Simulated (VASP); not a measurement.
# KCl in VASP: a series of runs

The runs below take KCl through single point, with r2SCAN, PBE.

All numbers are computed with VASP 6.6.1; they aren't measurements. Logs are shortened: lines on timing, memory, paths and dates and some standing lists are left out, and cuts for length are marked.

**1. The cell of the first run**

Symmetry: Fm-3m, No. 225, cubic system. The conventional cell has a = 6.290 Å, b = 6.290 Å, c = 6.290 Å, α = 90.00°, β = 90.00°, γ = 90.00°. Within 4.1 Å of K (site symmetry m-3m) lie 6 Cl at 3.14 Å. Cl (site symmetry m-3m) has 6 K at 3.14 Å within 4.1 Å.

**2. Single point, r2SCAN**

The input, POSCAR:

```
KCl
1.0
    0.0000000000      3.1448483095      3.1448483095
    3.1448483095      0.0000000000      3.1448483095
    3.1448483095      3.1448483095      0.0000000000
K Cl
1 1
Direct
    0.0000000000      0.0000000000      0.0000000000
    0.5000000000      0.5000000000      0.5000000000
```

The input, INCAR.step1:

```
SYSTEM = KCl
  PREC = Accurate
  ENCUT = 520
  ISMEAR = 0
  SIGMA = 0.01
  LREAL = .FALSE.
  LASPH = .TRUE.
  NELM = 80
  NBANDS = 15
  GGA = PE
  ALGO = Normal
  EDIFF = 1E-4
  LWAVE = .TRUE.
  LCHARG = .FALSE.
```

The input, INCAR.step2:

```
SYSTEM = KCl
  PREC = Accurate
  ENCUT = 520
  EDIFF = 1E-6
  ISMEAR = 0
  SIGMA = 0.01
  LREAL = .FALSE.
  LASPH = .TRUE.
  NELM = 80
  ALGO = Normal
  ISIF = 2
  LWAVE = .FALSE.
  LCHARG = .TRUE.
  METAGGA = R2SCAN
  LMIXTAU = .TRUE.
  LELF = .TRUE.
  LVHAR = .TRUE.
  NBANDS = 15
  ISTART = 1
```

The input, KPOINTS:

```
regular mesh
0
G
  8 8 8
  0 0 0
```

Potentials or basis: VASP PAW PBE potentials, release 64 (K_sv, Cl).

Started as:

```console
$ cat potpaw_PBE.64/K_sv/POTCAR potpaw_PBE.64/Cl/POTCAR > POTCAR
$ cp INCAR.step1 INCAR
$ mpirun -np 1 vasp_std > vasp.out
$ cp INCAR.step2 INCAR
$ mpirun -np 1 vasp_std > vasp.out
```

OUTCAR:

```text
SYSTEM = KCl
   PREC = Accurate
   ENCUT = 520
   EDIFF = 1E-6
   ISMEAR = 0
   LREAL = .FALSE.
   LASPH = .TRUE.
   NELM = 80
   ISIF = 2
   METAGGA = R2SCAN
   ISTART = 1

 ion  position               nearest neighbor table
   1  0.000  0.000  0.000-   2 3.14   2 3.14   2 3.14   2 3.14   2 3.14   2 3.14
   2  0.500  0.500  0.500-   1 3.14   1 3.14   1 3.14   1 3.14   1 3.14   1 3.14

  LATTYP: Found a face centered cubic cell.
 ALAT       =     6.2896966190

  Lattice vectors:

 A1 = (   0.0000000000,   3.1448483095,   3.1448483095)
 A2 = (   3.1448483095,   0.0000000000,   3.1448483095)
 A3 = (   3.1448483095,   3.1448483095,   0.0000000000)

Analysis of symmetry for initial positions (statically):
=====================================================================
 Subroutine PRICEL returns:
 Original cell was already a primitive cell.

 Routine SETGRP: Setting up the symmetry group for a
 face centered cubic supercell.

 Subroutine GETGRP returns: Found 48 space group operations
 (whereof 48 operations were pure point group operations)
 out of a pool of 48 trial point group operations.

The static configuration has the point symmetry O_h .

Analysis of symmetry for dynamics (positions and initial velocities):
=====================================================================
 Subroutine PRICEL returns:
 Original cell was already a primitive cell.

 Routine SETGRP: Setting up the symmetry group for a
 face centered cubic supercell.

 Subroutine GETGRP returns: Found 48 space group operations
 (whereof 48 operations were pure point group operations)
 out of a pool of 48 trial point group operations.

The dynamic configuration has the point symmetry O_h .

 Subroutine INISYM returns: Found 48 space group operations
 (whereof 48 operations are pure point group operations),
 and found     1 'primitive' translations

----------------------------------------------------------------------------------------

                                     Primitive cell

  volume of cell :      62.2055

  direct lattice vectors                    reciprocal lattice vectors
     0.000000000  3.144848309  3.144848309    -0.158990180  0.158990180  0.158990180
     3.144848309  0.000000000  3.144848309     0.158990180 -0.158990180  0.158990180
     3.144848309  3.144848309  0.000000000     0.158990180  0.158990180 -0.158990180

  length of vectors
     4.447487131  4.447487131  4.447487131     0.275379070  0.275379070  0.275379070

  position of ions in fractional coordinates (direct lattice)
     0.000000000  0.000000000  0.000000000
     0.500000000  0.500000000  0.500000000

  ion indices of the primitive-cell ions
   primitive index   ion index
                 1           1
                 2           2

----------------------------------------------------------------------------------------

 KPOINTS: regular mesh

Automatic generation of k-mesh.
 Grid dimensions read from file:
 generate k-points for:    8    8    8

 Generating k-lattice:

  Cartesian coordinates                     Fractional coordinates (reciprocal lattice)
    -0.019873773  0.019873773  0.019873773     0.125000000  0.000000000  0.000000000
     0.019873773 -0.019873773  0.019873773     0.000000000  0.125000000  0.000000000
     0.019873773  0.019873773 -0.019873773     0.000000000  0.000000000  0.125000000

  Length of vectors
     0.034422384  0.034422384  0.034422384

  Shift w.r.t. Gamma in fractional coordinates (k-lattice)
     0.000000000  0.000000000  0.000000000

 Subroutine IBZKPT returns following result:
 ===========================================

 Found     29 irreducible k-points:

 Following reciprocal coordinates:
            Coordinates               Weight
  0.000000  0.000000  0.000000      1.000000
  0.125000  0.000000  0.000000      8.000000
  0.250000  0.000000  0.000000      8.000000
  0.375000  0.000000  0.000000      8.000000
  0.500000  0.000000  0.000000      4.000000
  0.125000  0.125000  0.000000      6.000000
[... 16 lines left out ...]
  0.500000  0.250000  0.125000     48.000000
 -0.375000  0.250000  0.125000     24.000000
 [... further k-points ...]
   k-points           NKPTS =     29   k-points in BZ     NKDIM =     29   number of bands    NBANDS=     15
   number of dos      NEDOS =    301   number of ions     NIONS =      2
   total plane-waves  NPLWV =  46656
   dimension x,y,z NGX =    36 NGY =   36 NGZ =   36
   dimension x,y,z NGXF=    72 NGYF=   72 NGZF=   72
   ions per type =               1   1
   NGX,Y,Z   is equivalent  to a cutoff of  13.46, 13.46, 13.46 a.u.
   NGXF,Y,Z  is equivalent  to a cutoff of  26.91, 26.91, 26.91 a.u.
 SYSTEM =  KCl
   PREC   = accura    normal or accurate (medium, high low for compatibility)
   ISTART =      1    job   : 0-new  1-cont  2-samecut
   ICHARG =      0    charge: 1-file 2-atom 10-const
   ISPIN  =      1    spin polarized calculation?
   LNONCOLLINEAR =      F non collinear calculations
   LSORBIT =      F    spin-orbit coupling
   LASPH  =      T    aspherical Exc in radial PAW
   ENCUT  =  520.0 eV  38.22 Ry    6.18 a.u.   8.27  8.27  8.27*2*pi/ulx,y,z
   NELM   =     80;   NELMIN=  2; NELMDL=  0     # of ELM steps
   EDIFF  = 0.1E-05   stopping-criterion for ELM
   LREAL  =      F    real-space projection
   EDIFFG = 0.1E-04   stopping-criterion for IOM
   NSW    =      0    number of steps for IOM
   IBRION =     -1    ionic relax: 0-MD 1-quasi-New 2-CG
   NFREE  =      0    steps in history (QN), initial steepest desc. (CG)
   ISIF   =      2    stress and relaxation
   ISYM   =      2    0-nonsym 1-usesym 2-fastsym
   POTIM  = 0.5000    time-step for ionic-motion
   TEBEG  =    0.0;   TEEND  =   0.0 temperature during run
   PSTRESS=    0.0 pullay stress
   NELECT =      16.0000    total number of electrons
   NUPDOWN=      -1.0000    fix difference up-down
   EMIN   =  10.00;   EMAX   =-10.00  energy-range for DOS
   EFERMI =   0.00;   METHOD = LEGACY
   ISMEAR =     0;   SIGMA  =   0.01  broadening in eV -4-tet -1-fermi 0-gaus
   EFERMI_NEDOS =   21; number of points for ismear=-14 and -15
   IALGO  =     38    algorithm
   IMIX   =      4    mixing-type and parameters
     AMIX     =   0.40;   BMIX     =  1.00
     AMIX_MAG =   1.60;   BMIX_MAG =  1.00
  volume/ion in A,a.u.               =      31.10       209.89
  Fermi-wavevector in a.u.,A,eV,Ry     =   1.041130  1.967451 14.748069  1.083952
  Thomas-Fermi vector in A             =   2.175737
   LORBIT       =      0    0 simple, 1 ext, 2 COOP (PROOUT), +10 PAW based schemes
   METAGGA = R2SCAN    functional components
   LHFCALC =     F    Hartree Fock is set to
   AEXX    =    0.0000 exact exchange contribution
   IVDW    =     0    specifies the selected vdW correction
   LEPSILON=     F    determine dielectric tensor
   LRPA    =     F    only Hartree local field effects (RPA)
 non-spin polarized calculation
 Gauss-broadening in eV      SIGMA  =   0.01
  energy-cutoff  :      520.00
  volume of cell :       62.21
 maximum number of plane-waves:      1700
 NGX is ok and might be reduce to    36
   NGX = 17   NGY = 17   NGZ = 17

 number of electron      16.0000001 magnetization

 Free energy of the ion-electron system (eV)
  ---------------------------------------------------
  ext. energy  EPLUGINS =         0.00000000
  ---------------------------------------------------
  free energy    TOTEN  =       -16.50648414 eV

  energy without entropy =      -16.50648414  energy(sigma->0) =      -16.50648414

 E-fermi :  -2.1835     XC(G=0):  -7.9603

 val. band max:       -2.2580862010   @ k =   0.0000   0.0000   0.0000
 cond. band min:       3.5770938173   @ k =   0.0000   0.0000   0.0000
 fundamental gap:      5.8351800184
 Fermi energy:        -2.1834947400

 k-point     1 :       0.0000    0.0000    0.0000
  band No.  band energies     occupation
      1     -30.5230      2.00000
      2     -14.9300      2.00000
      3     -13.2143      2.00000
      4     -13.2143      2.00000
      5     -13.2143      2.00000
      6      -2.2581      2.00000
      7      -2.2581      2.00000
      8      -2.2581      2.00000
      9       3.5771      0.00000
     10       6.7765      0.00000
     11       6.7765      0.00000
     12       6.7765      0.00000
     13       7.8204      0.00000
     14       7.8204      0.00000
     15      11.1186      0.00000

 k-point     2 :       0.1250    0.0000    0.0000
  band No.  band energies     occupation
      1     -30.5214      2.00000
      2     -14.9560      2.00000
      3     -13.2155      2.00000
      4     -13.2155      2.00000
      5     -13.1796      2.00000
      6      -2.4432      2.00000
      7      -2.3080      2.00000
      8      -2.3080      2.00000
      9       3.9514      0.00000
     10       6.6264      0.00000
     11       6.9810      0.00000
     12       6.9810      0.00000
     13       8.0406      0.00000
     14       8.0406      0.00000
     15      11.7579      0.00000

 k-point     3 :       0.2500    0.0000    0.0000
  band No.  band energies     occupation
      1     -30.5177      2.00000
      2     -15.0153      2.00000
      3     -13.2184      2.00000
      4     -13.2184      2.00000
      5     -13.0991      2.00000
      6      -2.8361      2.00000
      7      -2.4245      2.00000
      8      -2.4245      2.00000
      9       4.8315      0.00000
     10       6.4974      0.00000
     11       7.5632      0.00000
     12       7.5632      0.00000
     13       8.6480      0.00000
     14       8.6480      0.00000
     15      12.2040      0.00000
[... 343 lines left out ...]
 k-point    23 :       0.5000    0.2500    0.1250
  band No.  band energies     occupation
      1     -30.5121      2.00000
      2     -15.0055      2.00000
      3     -13.2658      2.00000
      4     -13.2366      2.00000
      5     -13.0859      2.00000
      6      -3.0636      2.00000
      7      -2.5998      2.00000
      8      -2.5520      2.00000
      9       5.9460      0.00000
     10       6.3246      0.00000
     11       8.5733      0.00000
     12       8.7793      0.00000
     13       9.2339      0.00000
     14       9.7727      0.00000
     15      10.5605      0.00000

 k-point    24 :      -0.3750    0.2500    0.1250
  band No.  band energies     occupation
      1     -30.5109      2.00000
      2     -15.0083      2.00000
      3     -13.2673      2.00000
      4     -13.2460      2.00000
      5     -13.0780      2.00000
      6      -3.0960      2.00000
      7      -2.6621      2.00000
      8      -2.5885      2.00000
      9       6.1512      0.00000
     10       6.6799      0.00000
     11       8.7132      0.00000
     12       8.7303      0.00000
     13       9.4940      0.00000
     14      10.4416      0.00000
     15      10.5109      0.00000

 [... further k-points ...]

------------------------ aborting loop because EDIFF is reached ----------------------------------------

  FORCE on cell =-STRESS in cart. coord.  units (eV):
  Direction    XX          YY          ZZ          XY          YZ          ZX
  --------------------------------------------------------------------------------------
  -------------------------------------------------------------------------------------
  Total        0.0012339      0.0012339      0.0012339     -0.0000000      0.0000000      0.0000000
  in kB        0.0317805      0.0317805      0.0317805     -0.0000000      0.0000000      0.0000000
  external PRESSURE =       0.0317805 kB  Pullay stress =       0.0000000 kB

 VOLUME and BASIS-vectors are now :
 -----------------------------------------------------------------------------
  energy-cutoff  :      520.00
  volume of cell :       62.21
      direct lattice vectors                 reciprocal lattice vectors
     0.000000000  3.144848309  3.144848309    -0.158990180  0.158990180  0.158990180
     3.144848309  0.000000000  3.144848309     0.158990180 -0.158990180  0.158990180
     3.144848309  3.144848309  0.000000000     0.158990180  0.158990180 -0.158990180

 POSITION                                       TOTAL-FORCE (eV/Angst)
 -----------------------------------------------------------------------------------
      0.00000      0.00000      0.00000         0.000000      0.000000      0.000000
      3.14485      3.14485      3.14485        -0.000000     -0.000000     -0.000000
 -----------------------------------------------------------------------------------
    total drift:                                0.000000      0.000000      0.000000

  FREE ENERGIE OF THE ION-ELECTRON SYSTEM (eV)
  ---------------------------------------------------
  free  energy   TOTEN  =       -16.5064841431 eV

  energy  without entropy=      -16.5064841431  energy(sigma->0) =      -16.50648414
```

Wall time 2.4 min (1 thread of Intel Xeon 8259CL, shared host); peak memory 0.23 GiB.

What came out:

| Quantity | Value |
| --- | --- |
| Free energy | -16.5065 eV |
| Pressure | 0.0 GPa |
| Band gap on the k mesh | 5.84 eV |

Levels at points of the mesh, in eV from the valence-band top:
| k point | band 5 | band 6 | band 7 | band 8 | band 9 | band 10 | band 11 | band 12 |
| --- | --- | --- | --- | --- | --- | --- | --- | --- |
| (0.00, 0.00, 0.00) | -10.96 | 0.00 | 0.00 | 0.00 | 5.84 | 9.03 | 9.03 | 9.03 |
| (0.50, 0.00, 0.00) | -10.73 | -1.05 | -0.32 | -0.32 | 8.14 | 9.25 | 11.33 | 11.33 |
| (0.50, 0.50, 0.00) | -11.01 | -0.67 | -0.23 | -0.23 | 7.03 | 9.22 | 10.70 | 11.11 |

Caveat: the PAW data sets were made with another functional, which shifts forces and pressure a little.

**3. Single point, PBE (epitaxial xy strain -3.0%)**

The input, INCAR:

```
PREC = Accurate
ENCUT = 520
EDIFF = 1E-7
ISMEAR = -1
SIGMA = 0.02
LREAL = False
LASPH = True
NELM = 60
ALGO = Normal
ISIF = 2
LWAVE = False
LCHARG = False
GGA = PE
NBANDS = 15
```

The input, KPOINTS:

```
Automatic mesh
0
Gamma
  8 8 8
```

The input, POSCAR:

```
KCl
1.0
    0.0000000000      3.0505028602      3.1718713392
    3.0505028602      0.0000000000      3.1718713392
    3.0505028602      3.0505028602      0.0000000000
K Cl
1 1
Direct
    0.0000000000      0.0000000000      0.0000000000
    0.5000000000      0.5000000000      0.5000000000
```

Potentials or basis: VASP PAW PBE potentials, release 64 (K_sv, Cl).

Started as:

```console
$ cat potpaw_PBE.64/K_sv/POTCAR potpaw_PBE.64/Cl/POTCAR > POTCAR
$ mpirun -np 1 vasp_std > vasp.out
```

OUTCAR:

```text
PREC = Accurate
   ENCUT = 520
   EDIFF = 1E-7
   ISMEAR = -1
   LREAL = False
   LASPH = True
   NELM = 60
   ISIF = 2
   GGA = PE

 ion  position               nearest neighbor table
   1  0.000  0.000  0.000-   2 3.05   2 3.05   2 3.05   2 3.05   2 3.17   2 3.17
   2  0.500  0.500  0.500-   1 3.05   1 3.05   1 3.05   1 3.05   1 3.17   1 3.17

  LATTYP: Found a body centered tetragonal cell.
 ALAT       =     4.3140625170
 C/A-ratio  =     1.4704800066

  Lattice vectors:

[... 619 lines left out ...]
------------------------ aborting loop because EDIFF is reached ----------------------------------------

  FORCE on cell =-STRESS in cart. coord.  units (eV):
  Direction    XX          YY          ZZ          XY          YZ          ZX
  --------------------------------------------------------------------------------------
  -------------------------------------------------------------------------------------
  Total        1.0014809      1.0014809      0.3210979      0.0000000      0.0000000     -0.0000000
  in kB       27.1809610     27.1809610      8.7148431      0.0000000      0.0000000     -0.0000000
  external PRESSURE =      21.0255884 kB  Pullay stress =       0.0000000 kB

 VOLUME and BASIS-vectors are now :
 -----------------------------------------------------------------------------
  energy-cutoff  :      520.00
  volume of cell :       59.03
      direct lattice vectors                 reciprocal lattice vectors
     0.000000000  3.050502860  3.171871339    -0.163907402  0.163907402  0.157635650
     3.050502860  0.000000000  3.171871339     0.163907402 -0.163907402  0.157635650
     3.050502860  3.050502860  0.000000000     0.163907402  0.163907402 -0.157635650

 POSITION                                       TOTAL-FORCE (eV/Angst)
 -----------------------------------------------------------------------------------
      0.00000      0.00000      0.00000        -0.000000      0.000000     -0.000000
      3.05050      3.05050      3.17187         0.000000     -0.000000      0.000000
 -----------------------------------------------------------------------------------
    total drift:                                0.000000      0.000000      0.000000

  FREE ENERGIE OF THE ION-ELECTRON SYSTEM (eV)
  ---------------------------------------------------
  free  energy   TOTEN  =        -6.7660875097 eV

  energy  without entropy=       -6.7660875096  energy(sigma->0) =       -6.76608751
```

Run time: 75 s. Hardware: 1 thread of Intel Xeon 8259CL, shared host; peak memory 0.22 GiB.

Results:

| Quantity | Value |
| --- | --- |
| Free energy | -6.7661 eV |
| Pressure | 2.1 GPa |
| Band gap on the k mesh | 5.36 eV |

Caveat: the cell differs from its parent crystal (epitaxial xy strain -3.0%). A k mesh can miss the band edges.
